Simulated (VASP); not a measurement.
Set up this calculation in VASP 6.6.1, as the native input.

- Task: single point
- Functional: PBE0
- Potentials or basis: VASP PAW PBE potentials, release 64 (Si, C)
- Cutoff: 520 eV
- k mesh: 6 × 6 × 2
- Occupations: gaussian, width 0.01 eV
- Spin: no spin polarisation
- Dipole correction: no
- Grid for exact exchange (PRECFOCK): Fast
- Further INCAR settings: ALGO = Normal; EDIFF = 1e-07; NBANDS = 26
- Share of exact exchange: 0.25

SiC:

```
Si C
1.0
     3.07756    0.00000    0.00000
    -1.53878    2.66524    0.00000
     0.00000    0.00000   10.07672
Si C
4 4
Direct
  0.00000 0.00000 0.99986
  0.33333 0.66667 0.24991
  0.00000 0.00000 0.49986
  0.66667 0.33333 0.74991
  0.00000 0.00000 0.18728
  0.33333 0.66667 0.43795
  0.00000 0.00000 0.68728
  0.66667 0.33333 0.93795
```

One way to write it, as run:

POSCAR

```
SiC
1.0
    3.0775550330      0.0000000000      0.0000000000
   -1.5387775165      2.6652408402      0.0000000000
    0.0000000000      0.0000000000     10.0767227861
Si C
4 4
Direct
    0.0000000000      0.0000000000     -0.0001405667
    0.3333333333      0.6666666667      0.2499083817
    0.0000000000      0.0000000000      0.4998594333
    0.6666666667      0.3333333333      0.7499083817
    0.0000000000      0.0000000000      0.1872833963
    0.3333333333      0.6666666667      0.4379487887
    0.0000000000      0.0000000000      0.6872833963
    0.6666666667      0.3333333333      0.9379487887
```

INCAR.step1

```
ALGO = Normal ; EDIFF = 1E-5
ENCUT = 520 ; GGA = PE
ISIF = 2 ; ISMEAR = 0
LASPH = True ; LCHARG = False
LREAL = False ; LWAVE = True
NBANDS = 26 ; NELM = 60
PREC = Accurate ; SIGMA = 0.01
```

INCAR.step2

```
AEXX = 0.25 ; ALGO = Normal
EDIFF = 1E-7 ; ENCUT = 520
GGA = PE ; ISIF = 2
ISMEAR = 0 ; ISTART = 1
LASPH = True ; LCHARG = False
LHFCALC = True ; LREAL = False
LWAVE = False ; NBANDS = 26
NELM = 60 ; PREC = Accurate
PRECFOCK = Fast ; SIGMA = 0.01
```

KPOINTS

```
k-points
0
Gamma
  6 6 2
```

Potentials or basis: VASP PAW PBE potentials, release 64 (Si, C).

The run is started by

```console
$ cat potpaw_PBE.64/Si/POTCAR potpaw_PBE.64/C/POTCAR > POTCAR
$ cp INCAR.step1 INCAR
$ mpirun -np 1 vasp_std > vasp.out
$ cp INCAR.step2 INCAR
$ mpirun -np 1 vasp_std > vasp.out
```

Results of the run:

* Pressure: -1.7 GPa
* Largest force: 0.014 eV/Å
* Band gap on the k mesh: 3.89 eV (least direct gap 5.13 eV)

Caveat: the PAW data sets were made with another functional, which shifts forces and pressure a little.

It took 54 min on 1 thread of Oxide Virtual Turin-like Processor, on a shared host, peak memory 0.19 GiB.
